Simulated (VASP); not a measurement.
Here is a VASP 6.6.1 calculation.

File INCAR:

```
PREC     = Accurate       # precision mode
ENCUT    = 520            # plane-wave cutoff, eV
EDIFF    = 1E-6           # SCF threshold, eV
ISMEAR   = -1             # smearing method
SIGMA    = 0.05           # smearing width, eV
LREAL    = F              # projectors in reciprocal space
LASPH    = T              # aspherical terms in the spheres
NELM     = 150            # most SCF steps
ALGO     = Normal         # electronic algorithm
ISIF     = 2              # what is computed and relaxed
LWAVE    = F              # write WAVECAR
LCHARG   = F              # write CHGCAR
ISPIN    = 2              # spin polarisation
MAGMOM   = 1 0            # initial moments
LORBIT   = 11             # projections on sites
LMAXMIX  = 4              # l up to which the mixer works
GGA      = PS             # functional
NBANDS   = 19             # bands
```

KPOINTS

```
Automatic mesh
0
Gamma
  11 11 11
```

POSCAR

```
NiO
1.0
    0.0000000000      2.1268120599      2.1268120599
    2.1268120599      0.0000000000      2.1268120599
    2.1268120599      2.1268120599      0.0000000000
Ni O
1 1
Direct
    0.0000000000      0.0000000000      0.0000000000
    0.5000000000      0.5000000000      0.5000000000
```

Potentials or basis: VASP PAW PBE potentials, release 64 (Ni, O).

Run with:

```console
$ cat potpaw_PBE.64/Ni/POTCAR potpaw_PBE.64/O/POTCAR > POTCAR
$ mpirun -np 1 vasp_std > vasp.out
```

Task: Predict the pressure.

Result: -15.6 GPa.

Task: Predict the net moment.

Result: 1.59 μB per cell.

Task: Predict the site moments.

Result: Ni +1.31; O +0.24 μB.

Caveat: the PAW data sets were made with another functional, which shifts forces and pressure a little; a cell with one magnetic atom can't hold antiferromagnetic order, which such compounds often take.
